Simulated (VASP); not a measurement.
Wanted: the native input for a VASP 6.6.1 run.

* Task: single point
* Functional: PBEsol
* Potentials or basis: VASP PAW PBE potentials, release 64 (Ca_sv, F, Ba_sv)
* Cutoff: 520 eV
* k mesh: 6 × 6 × 4
* Occupations: fermi-dirac, width 0.02 eV
* Spin: no spin polarisation
* Dipole correction: no
* Further INCAR settings: ALGO = Normal; EDIFF = 1e-07; NBANDS = 33

The structure of BaCaF4 lies in POSCAR:

```
BaCaF4
1.0
    4.0533928227      0.0000000000      0.0000000000
    0.0000000000      4.0533928227      0.0000000000
    0.0000000000      0.0000000000      5.9112943418
Ca F Ba
1 4 1
Direct
    0.0000000000      0.0000000000      0.0000000000
    0.0000000000      0.5000000000      0.7759813190
    0.0000000000      0.5000000000      0.2240186810
    0.5000000000      0.0000000000      0.2240186810
    0.5000000000      0.0000000000      0.7759813190
    0.5000000000      0.5000000000      0.5000000000
```

These files were run (other wordings do the same):

INCAR

```
PREC     = Accurate       # precision mode
ENCUT    = 520            # plane-wave cutoff, eV
EDIFF    = 1E-7           # SCF threshold, eV
ISMEAR   = -1             # smearing method
SIGMA    = 0.02           # smearing width, eV
LREAL    = False          # projectors in reciprocal space
LASPH    = True           # aspherical terms in the spheres
NELM     = 100            # most SCF steps
ALGO     = Normal         # electronic algorithm
ISIF     = 2              # what is computed and relaxed
LWAVE    = False          # write WAVECAR
LCHARG   = False          # write CHGCAR
GGA      = PS             # functional
NBANDS   = 33             # bands
```

KPOINTS

```
regular mesh
0
Gamma
  6 6 4
```

Potentials or basis: VASP PAW PBE potentials, release 64 (Ca_sv, F, Ba_sv).

Run with:

```sh
$ cat potpaw_PBE.64/Ca_sv/POTCAR potpaw_PBE.64/F/POTCAR potpaw_PBE.64/Ba_sv/POTCAR > POTCAR
$ mpirun -np 1 vasp_std > vasp.out
```

It gave:

```yaml
Pressure: 1.0 GPa
Largest_force: 0.083 eV/Å
Band_gap_on_the_k_mesh: 6.16 eV, indirect (least direct gap 6.44 eV)
```

Caveat: the PAW data sets were made with another functional, which shifts forces and pressure a little; spin-orbit coupling is left out, which moves the levels of the heavy elements.

Run time: 60 s on 1 thread of Intel(R) Xeon(R) Platinum 8488C (Sapphire Rapids), on a shared host, peak memory 0.25 GiB.
